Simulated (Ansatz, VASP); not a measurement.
# ScCdC6N6: VASP beside Ansatz

```xyz
14
Lattice="0.0000 5.2895 5.2895 5.2895 0.0000 5.2895 5.2895 5.2895 0.0000" Properties=species:S:1:pos:R:3 pbc="T T T"
Sc    0.0000    0.0000    0.0000
Cd    5.2895    5.2895    5.2895
C     2.0220    5.2895    5.2895
C     5.2895    2.0220    5.2895
C     5.2895    5.2895    2.0220
C     8.5570    5.2895    5.2895
C     5.2895    8.5570    5.2895
C     5.2895    5.2895    8.5570
N     3.1920    5.2895    5.2895
N     5.2895    3.1920    5.2895
N     5.2895    5.2895    3.1920
N     7.3870    5.2895    5.2895
N     5.2895    7.3870    5.2895
N     5.2895    5.2895    7.3870
```

Alike in both runs: task single point; functional PBE; k mesh 4 × 4 × 4; occupations gaussian, width 0.1 eV; collinear spin.

|  | VASP | Ansatz |
| --- | --- | --- |
| version | VASP 6.6.1 | Ansatz 0.2.0 |
| potentials or method | VASP PAW PBE potentials, release 64 (Sc_sv, Cd, C, N), cutoff 600 eV | scalar-relativistic, plane waves, PAW |
| valence electrons in the cell | 77 | 85 |

Ansatz gave:

- gap on the k mesh at the Fermi level (eV): none
- pressure (GPa): 13.8
- rms of the force components (eV/Å): 1.776
- net moment per atom (μB): 0.05
- size of the moment on the site where the two differ most (μB): 0.03

Problem. What did VASP give for the same quantities?

Solution. gap on the k mesh at the Fermi level (eV): none; pressure (GPa): 14.5; rms of the force components (eV/Å): 1.632; net moment per atom (μB): 0.05; size of the moment on the site where the two differ most (μB): 0.05.

Site moments also hang on the region over which each program counts them. Atom by atom the forces differ by 0.147 eV/Å (rms over components). A gap of «none» marks a metal or a gap that the smearing closes. VASP's potentials hold 77 valence electrons a cell and Ansatz's 85, so a difference there can come from the potentials and not from the codes. Ansatz's warnings: seeded moment not kept.

Noted on VASP's run: the standard files for N, O and F lose accuracy on very short bonds.
